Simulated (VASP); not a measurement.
# GaN (F-43m) in VASP: a series of runs, part 2 of 2

VASP 6.6.1. The steps go on from the part before.

## Step 4: Relaxation of cell and atoms, PBE, target pressure 16 GPa, at which the enthalpy is minimised

This run uses another cell than the first one: it holds 2 atoms, not 32.

File INCAR:

```
SYSTEM = GaN
PREC = Accurate
ENCUT = 600
EDIFF = 1E-6
ISMEAR = 0
SIGMA = 0.01
LREAL = .False.
LASPH = .True.
NELM = 60
ALGO = Normal
ISIF = 3
LWAVE = .False.
LCHARG = .False.
GGA = PE
IBRION = 2
NSW = 80
EDIFFG = -0.001
PSTRESS = 160.0
```

File KPOINTS:

```
regular mesh
0
Gamma
  10 10 10
  0 0 0
```

File POSCAR:

```
GaN
1.0
    0.0000000000      2.2742384951      2.2742384951
    2.2742384951      0.0000000000      2.2742384951
    2.2742384951      2.2742384951      0.0000000000
Ga N
1 1
Direct
    0.0000000000      0.0000000000      0.0000000000
    0.7500000000      0.7500000000      0.7500000000
```

Potentials or basis: VASP PAW PBE potentials, release 64 (Ga_d, N).

Launch:

```bash
$ cat potpaw_PBE.64/Ga_d/POTCAR potpaw_PBE.64/N/POTCAR > POTCAR
$ mpirun -np 1 vasp_std > vasp.out
```

OUTCAR:

```text
SYSTEM = GaN
   PREC = Accurate
   ENCUT = 600
   EDIFF = 1E-6
   ISMEAR = 0
   LREAL = .False.
   LASPH = .True.
   NELM = 60
   ISIF = 3
   GGA = PE
   IBRION = 2
   NSW = 80
   EDIFFG = -0.001
   PSTRESS = 160.0

 ion  position               nearest neighbor table
   1  0.000  0.000  0.000-   2 1.97   2 1.97   2 1.97   2 1.97
   2  0.750  0.750  0.750-   1 1.97   1 1.97   1 1.97   1 1.97

  LATTYP: Found a face centered cubic cell.
 ALAT       =     4.5484769902

  Lattice vectors:

 A1 = (   0.0000000000,   2.2742384951,   2.2742384951)
 A2 = (   2.2742384951,   0.0000000000,   2.2742384951)
 A3 = (   2.2742384951,   2.2742384951,   0.0000000000)

Analysis of symmetry for initial positions (statically):
=====================================================================
 Subroutine PRICEL returns:
 Original cell was already a primitive cell.

 Routine SETGRP: Setting up the symmetry group for a
 face centered cubic supercell.

 Subroutine GETGRP returns: Found 24 space group operations
 (whereof 24 operations were pure point group operations)
 out of a pool of 48 trial point group operations.

The static configuration has the point symmetry T_d .

Analysis of symmetry for dynamics (positions and initial velocities):
=====================================================================
 Subroutine PRICEL returns:
 Original cell was already a primitive cell.

 Routine SETGRP: Setting up the symmetry group for a
 face centered cubic supercell.

 Subroutine GETGRP returns: Found 24 space group operations
 (whereof 24 operations were pure point group operations)
 out of a pool of 48 trial point group operations.

The dynamic configuration has the point symmetry T_d .

 Subroutine INISYM returns: Found 24 space group operations
 (whereof 24 operations are pure point group operations),
 and found     1 'primitive' translations

----------------------------------------------------------------------------------------

                                     Primitive cell

  volume of cell :      23.5255

  direct lattice vectors                    reciprocal lattice vectors
     0.000000000  2.274238495  2.274238495    -0.219853811  0.219853811  0.219853811
     2.274238495  0.000000000  2.274238495     0.219853811 -0.219853811  0.219853811
     2.274238495  2.274238495  0.000000000     0.219853811  0.219853811 -0.219853811

  length of vectors
     3.216258924  3.216258924  3.216258924     0.380797971  0.380797971  0.380797971

  position of ions in fractional coordinates (direct lattice)
     0.000000000  0.000000000  0.000000000
     0.750000000  0.750000000  0.750000000

  ion indices of the primitive-cell ions
   primitive index   ion index
                 1           1
                 2           2

----------------------------------------------------------------------------------------

 KPOINTS: regular mesh

Automatic generation of k-mesh.
 Grid dimensions read from file:
 generate k-points for:   10   10   10

 Generating k-lattice:

  Cartesian coordinates                     Fractional coordinates (reciprocal lattice)
    -0.021985381  0.021985381  0.021985381     0.100000000  0.000000000  0.000000000
     0.021985381 -0.021985381  0.021985381     0.000000000  0.100000000  0.000000000
     0.021985381  0.021985381 -0.021985381     0.000000000  0.000000000  0.100000000

  Length of vectors
     0.038079797  0.038079797  0.038079797

[... 43 lines left out ...]
 SYSTEM =  GaN
   PREC   = accura    normal or accurate (medium, high low for compatibility)
   ISTART =      0    job   : 0-new  1-cont  2-samecut
   ICHARG =      2    charge: 1-file 2-atom 10-const
   ISPIN  =      1    spin polarized calculation?
   LNONCOLLINEAR =      F non collinear calculations
   LSORBIT =      F    spin-orbit coupling
   LASPH  =      T    aspherical Exc in radial PAW
   ENCUT  =  600.0 eV  44.10 Ry    6.64 a.u.   6.42  6.42  6.42*2*pi/ulx,y,z
   NELM   =     60;   NELMIN=  2; NELMDL= -5     # of ELM steps
   EDIFF  = 0.1E-05   stopping-criterion for ELM
   LREAL  =      F    real-space projection
   EDIFFG = -.1E-02   stopping-criterion for IOM
   NSW    =     80    number of steps for IOM
   IBRION =      2    ionic relax: 0-MD 1-quasi-New 2-CG
   NFREE  =      1    steps in history (QN), initial steepest desc. (CG)
   ISIF   =      3    stress and relaxation
   ISYM   =      2    0-nonsym 1-usesym 2-fastsym
   POTIM  = 0.5000    time-step for ionic-motion
   TEBEG  =    0.0;   TEEND  =   0.0 temperature during run
   PSTRESS=  160.0 pullay stress
   NELECT =      18.0000    total number of electrons
   NUPDOWN=      -1.0000    fix difference up-down
   EMIN   =  10.00;   EMAX   =-10.00  energy-range for DOS
   EFERMI =   0.00;   METHOD = LEGACY
   ISMEAR =     0;   SIGMA  =   0.01  broadening in eV -4-tet -1-fermi 0-gaus
   EFERMI_NEDOS =   21; number of points for ismear=-14 and -15
   IALGO  =     38    algorithm
   IMIX   =      4    mixing-type and parameters
     AMIX     =   0.40;   BMIX     =  1.00
     AMIX_MAG =   1.60;   BMIX_MAG =  1.00
  volume/ion in A,a.u.               =      11.76        79.38
  Fermi-wavevector in a.u.,A,eV,Ry     =   1.497337  2.829557 30.504523  2.242019
  Thomas-Fermi vector in A             =   2.609238
   LORBIT       =      0    0 simple, 1 ext, 2 COOP (PROOUT), +10 PAW based schemes
   GGA     = PE    functional components
   LHFCALC =     F    Hartree Fock is set to
   AEXX    =    0.0000 exact exchange contribution
   IVDW    =     0    specifies the selected vdW correction
   LEPSILON=     F    determine dielectric tensor
   LRPA    =     F    only Hartree local field effects (RPA)
 conjugate gradient relaxation of ions
 non-spin polarized calculation
 Gauss-broadening in eV      SIGMA  =   0.01
  energy-cutoff  :      600.00
  volume of cell :       23.53
 maximum number of plane-waves:       801
 NGX is ok and might be reduce to    28

--------------------------------------- Ionic step        1  -------------------------------------------

 number of electron      18.0000002 magnetization

 Free energy of the ion-electron system (eV)
  ---------------------------------------------------
  ext. energy  EPLUGINS =         0.00000000
  ---------------------------------------------------
  free energy    TOTEN  =       -12.15505529 eV

  energy without entropy =      -12.15505529  energy(sigma->0) =      -12.15505529

------------------------ aborting loop because EDIFF is reached ----------------------------------------

  FORCE on cell =-STRESS in cart. coord.  units (eV):
  Direction    XX          YY          ZZ          XY          YZ          ZX
  --------------------------------------------------------------------------------------
  -------------------------------------------------------------------------------------
  Total       -0.0091928     -0.0091928     -0.0091928      0.0000000      0.0000000     -0.0000000
  in kB       -0.6260664     -0.6260664     -0.6260664      0.0000000      0.0000000     -0.0000000
  external PRESSURE =    -160.6260664 kB  Pullay stress =     160.0000000 kB
[... 101 lines left out ...]
--------------------------------------- Ionic step        4  -------------------------------------------

 number of electron      17.9999999 magnetization

 Free energy of the ion-electron system (eV)
  ---------------------------------------------------
  ext. energy  EPLUGINS =         0.00000000
  ---------------------------------------------------
  free energy    TOTEN  =       -12.07248095 eV

  energy without entropy =      -12.07248095  energy(sigma->0) =      -12.07248095

 E-fermi :   5.9571     XC(G=0): -11.9458

 val. band max:        5.8590795270   @ k =   0.0000   0.0000   0.0000
 cond. band min:       7.9173282581   @ k =   0.0000   0.0000   0.0000
 fundamental gap:      2.0582487311
 Fermi energy:         5.9570668770

 k-point     1 :       0.0000    0.0000    0.0000
  band No.  band energies     occupation
      1     -10.5310      2.00000
      2      -7.6372      2.00000
      3      -7.6372      2.00000
      4      -7.6372      2.00000
      5      -7.2612      2.00000
      6      -7.2612      2.00000
      7       5.8591      2.00000
      8       5.8591      2.00000
      9       5.8591      2.00000
     10       7.9173      0.00000
     11      16.4870      0.00000
     12      16.4870      0.00000
     13      16.4870      0.00000
[... 354 lines left out ...]
  band No.  band energies     occupation
      1      -9.3805      2.00000
      2      -7.4978      2.00000
      3      -7.3766      2.00000
      4      -7.3753      2.00000
      5      -7.1915      2.00000
      6      -6.4005      2.00000
      7       0.7214      2.00000
      8       3.2254      2.00000
      9       3.5623      2.00000
     10      10.4000      0.00000
     11      13.3867      0.00000
     12      16.9526      0.00000
     13      19.1862      0.00000

 [... further k-points ...]
[... 5 lines left out ...]
  --------------------------------------------------------------------------------------
  -------------------------------------------------------------------------------------
  Total        2.1722045      2.1722045      2.1722045     -0.0000000      0.0000000     -0.0000000
  in kB      160.1080980    160.1080980    160.1080980     -0.0000000      0.0000000     -0.0000000
  external PRESSURE =       0.1080980 kB  Pullay stress =     160.0000000 kB
[... 21 lines left out ...]
  energy  without entropy=      -12.0724809479  energy(sigma->0) =      -12.07248095

  enthalpy is  TOTEN    =        -9.9017429858 eV   P V=        2.1707379621

 reached required accuracy - stopping structural energy minimisation
```

OSZICAR:

```text
N       E                     dE             d eps       ncg     rms          rms(c)
DAV:   1     0.975421219261E+02    0.97542E+02   -0.10643E+04  1280   0.267E+03
DAV:   2    -0.551879508902E+01   -0.10306E+03   -0.97841E+02  1405   0.394E+02
DAV:   3    -0.139522011057E+02   -0.84334E+01   -0.83748E+01  1352   0.983E+01
[... 34 lines left out ...]
DAV:   1    -0.120728449346E+02    0.29995E-02   -0.48414E-03  1407   0.203E+00    0.117E-01
DAV:   2    -0.120725604626E+02    0.28447E-03   -0.46039E-04  1467   0.761E-01    0.530E-02
DAV:   3    -0.120724888547E+02    0.71608E-04   -0.82953E-05  1462   0.362E-01    0.123E-02
DAV:   4    -0.120724809436E+02    0.79111E-05   -0.13242E-05  1579   0.567E-02    0.102E-03
DAV:   5    -0.120724809479E+02   -0.43074E-08   -0.35242E-07   631   0.742E-03
   4 F= -.99017430E+01 E0= -.99017430E+01  d E =-.960360E-01
```

Wall time 26 s (1 thread of Intel Xeon 6975P-C (Granite Rapids), shared host); peak memory 0.17 GiB.

Results:

```
Free energy                                            : -12.0725 eV
Relaxed volume                                         : 10.87 Å³/atom
Relaxed cell                                           : a = 3.133 Å, b = 3.133 Å, c = 3.133 Å, α = 60.00°, β = 60.00°, γ = 60.00°
Space group after relaxing (to 0.05 Å)                 : F-43m (No. 216)
Energy change on relaxing (the enthalpy is what falls) : +41.3 meV/atom
Ionic steps                                            : 4
Pressure after relaxing                                : 16.0 GPa
Band gap on the k mesh                                 : 2.06 eV, direct
```

Step by step:
| step | energy change (eV) | largest force (eV/Å) | pressure (GPa) | volume (Å³) |
| --- | --- | --- | --- | --- |
| 1 | 0.0000 | 0.0000 | -0.06 | 23.53 |
| 2 | 0.4432 | 0.0000 | 43.92 | 19.73 |
| 3 | 0.0792 | 0.0000 | 15.68 | 21.77 |
| 4 | 0.0826 | 0.0000 | 16.01 | 21.74 |

Final structure:
```
CELL_PARAMETERS angstrom
0.00000 2.21508 2.21508
2.21508 0.00000 2.21508
2.21508 2.21508 0.00000
ATOMIC_POSITIONS crystal
Ga 0.00000 0.00000 0.00000
N 0.75000 0.75000 0.75000
```

Caveat: the cell is relaxed towards a set pressure, so the enthalpy falls and the energy may rise. As with any semilocal functional, this PBE gap is likely too small.

## Step 5: Single point, PBE

This run uses another cell than the first one: it holds 2 atoms, not 32.

File INCAR:

```
SYSTEM = GaN
PREC     = Accurate       ! precision mode
ENCUT    = 520            ! plane-wave cutoff, eV
EDIFF    = 1E-6           ! SCF threshold, eV
ISMEAR   = 0              ! smearing method
SIGMA    = 0.01           ! smearing width, eV
LREAL    = .False.        ! projectors in reciprocal space
LASPH    = .True.         ! aspherical terms in the spheres
NELM     = 80             ! most SCF steps
ALGO     = Normal         ! electronic algorithm
ISIF     = 2              ! what is computed and relaxed
LWAVE    = .False.        ! write WAVECAR
LCHARG   = .True.         ! write CHGCAR
GGA      = PE             ! functional
LELF     = .True.         ! ELF
LVHAR    = .True.       
NBANDS   = 16             ! bands
```

KPOINTS is that of step 4.

File POSCAR:

```
GaN
1.0
    0.0000000000      2.2285221400      2.2285221400
    2.2285221400      0.0000000000      2.2285221400
    2.2285221400      2.2285221400      0.0000000000
Ga N
1 1
Direct
    0.0000000000      0.0000000000      0.0000000000
    0.7500000000      0.7500000000      0.7500000000
```

Launch:

```bash
$ cat potpaw_PBE.64/Ga_d/POTCAR potpaw_PBE.64/N/POTCAR > POTCAR
$ mpirun -np 1 vasp_std > vasp.out
```

Run time: 5.9 s. Hardware: 1 thread of Intel Xeon 6975P-C (Granite Rapids), shared host; peak memory 0.14 GiB.

Results (log left out):

```yaml
Free_energy: -12.1032 eV
Pressure: 12.0 GPa
Band_gap_on_the_k_mesh: 1.94 eV, direct
```

Levels at points of the mesh, in eV from the valence-band top:
```
           k point  band 5  band 6  band 7  band 8  band 9  band 10  band 11  band 12  band 13  band 14
(0.00, 0.00, 0.00)  -13.12  -13.12    0.00    0.00    0.00     1.94    10.51    10.51    10.51    18.06
(0.50, 0.00, 0.00)  -13.07  -11.87   -7.26   -1.01   -1.01     4.87     8.90    10.54    10.54    15.92
(0.50, 0.50, 0.00)  -13.03  -11.46   -6.26   -2.82   -2.82     3.36     6.86    11.95    14.32    14.32
```

## Step 6: Overview

```tsv
task	cell	k mesh	cutoff (eV)	gap on the mesh (eV)	pressure (GPa)
single point	a = 7.878 Å, angles 109.5°, 32 atoms	2 × 2 × 2, shifted	520	3.55	0.0
single point	a = 3.134 Å, angles 60.0°, 2 atoms	10 × 10 × 10	520	2.05	16.0
relaxation of cell and atoms	relaxed to 16 GPa from a = 3.216 Å, angles 60.0°, 2 atoms	10 × 10 × 10	600	2.06	16.0
single point	a = 3.152 Å, angles 60.0°, 2 atoms	10 × 10 × 10	520	1.94	12.0
```

Alike in all rows: level PBE; potentials or basis VASP PAW PBE potentials, release 64 (Ga_d, N); no spin polarisation; smearing gaussian 0.01 eV.

Caveats: the cell is relaxed towards a set pressure, so the enthalpy falls and the energy may rise (some runs).

Total energies depend on the potentials used, so only differences within one code and one set of settings carry meaning.
